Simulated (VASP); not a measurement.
Wanted: the native input for a VASP 6.6.1 run.

```yaml
Task: single point
Functional: PBE
Potentials_or_basis: VASP PAW PBE potentials, release 64 (Li_sv, S)
Cutoff: 750 eV
k_mesh: 2 × 2 × 2
Occupations: gaussian, width 0.01 eV
Spin: no spin polarisation
Dipole_correction: no
Further_INCAR_settings: ALGO = Normal; EDIFF = 1e-06; NBANDS = 13
```

The structure of Li2S lies in POSCAR:

```
Li2S
1.0
    0.0000000000      2.8351678429      2.8351678429
    2.8351678429      0.0000000000      2.8351678429
    2.8351678429      2.8351678429      0.0000000000
Li S
2 1
Direct
    1.4100000000      1.4680000000      1.1300000000
    0.9100000000      0.9680000000      0.6300000000
    0.6600000000      0.7180000000      0.3800000000
```

One way to write it, as run:

INCAR

```
  ALGO = Normal
  EDIFF = 1E-6
  ENCUT = 750
  GGA = PE
  GGA_COMPAT = False
  ISIF = 2
  ISMEAR = 0
  LASPH = True
  LCHARG = True
  LELF = True
  LREAL = False
  LVHAR = True
  LWAVE = False
  NBANDS = 13
  NELM = 120
  PREC = Accurate
  SIGMA = 0.01
```

KPOINTS

```
k-points
0
Gamma
  2 2 2
```

Potentials or basis: VASP PAW PBE potentials, release 64 (Li_sv, S).

Run with:

```bash
$ cat potpaw_PBE.64/Li_sv/POTCAR potpaw_PBE.64/S/POTCAR > POTCAR
$ mpirun -np 1 vasp_std > vasp.out
```

Results of the run:

```json
{
 "Pressure": "3.5 GPa",
 "Band gap on the k mesh": "3.26 eV (least direct gap 4.27 eV)"
}
```

Caveat: the k points lie up to 0.96 Å⁻¹ apart.

Wall time 5.9 s on 1 thread of Intel(R) Xeon(R) 6975P-C (Granite Rapids), with other jobs on the host, peak memory 0.19 GiB.
